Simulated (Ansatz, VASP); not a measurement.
# One calculation of CaIn2O3, two programs

```
CELL_PARAMETERS angstrom
3.48485 0.00000 0.00000
-1.74242 3.01797 0.00000
0.00000 0.00000 8.53550
ATOMIC_POSITIONS crystal
Ca 0.00000 0.00000 0.50000
In 0.66667 0.33333 0.16758
In 0.33333 0.66667 0.83242
O 0.00000 0.00000 0.00000
O 0.33333 0.66667 0.34465
O 0.66667 0.33333 0.65535
```

Alike in both runs: functional PBE; k mesh 12 × 12 × 6; occupations gaussian, width 0.1 eV; no spin polarisation.

Ansatz relaxed the structure, and its values are those at the end. VASP's run is a single point on that final structure, the one shown.

|  | VASP | Ansatz |
| --- | --- | --- |
| version | VASP 6.6.1 | Ansatz 0.2.0 |
| potentials or method | VASP PAW PBE potentials, release 64 (Ca_sv, In_d, O), cutoff 520 eV | scalar-relativistic, plane waves, PAW |
| valence electrons in the cell | 54 | 54 |

Ansatz gave:

```
gap on the k mesh at the Fermi level (eV) : none
pressure (GPa)                            : 0.0
rms of the force components (eV/Å)        : 0.001
```

Question: What did VASP give for the same quantities?

Answer: gap on the k mesh at the Fermi level (eV): none; pressure (GPa): 0.2; rms of the force components (eV/Å): 0.007.

A gap of «none» marks a metal or a gap that the smearing closes.
